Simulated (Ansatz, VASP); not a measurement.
One calculation of LaH3, two programs

```
La H
1.0
     0.00000    2.78648    2.78648
     2.78648    0.00000    2.78648
     2.78648    2.78648    0.00000
La H
1 3
Direct
  0.00000 0.00000 0.00000
  0.50000 0.50000 0.50000
  0.75000 0.75000 0.75000
  0.25000 0.25000 0.25000
```

Alike in both runs: task electric field gradients; functional PBEsol; k mesh 13 × 13 × 13; occupations fermi-dirac, width 0.08 eV; no spin polarisation.

```csv
,VASP,Ansatz
version,VASP 6.6.1,Ansatz 0.2.0
potentials or method,"VASP PAW PBE potentials, release 64 (La, H), cutoff 520 eV","all-electron PAW with datasets made for the crystal, scalar-relativistic"
```

```csv
,VASP,Ansatz,Ansatz less VASP
pressure (GPa),-3.3,-3.1,+0.21
```

VASP's potentials were made for PBE, not for PBEsol. Ansatz ran all-electron here, and VASP with PAW potentials.

Spin-orbit coupling is off throughout.
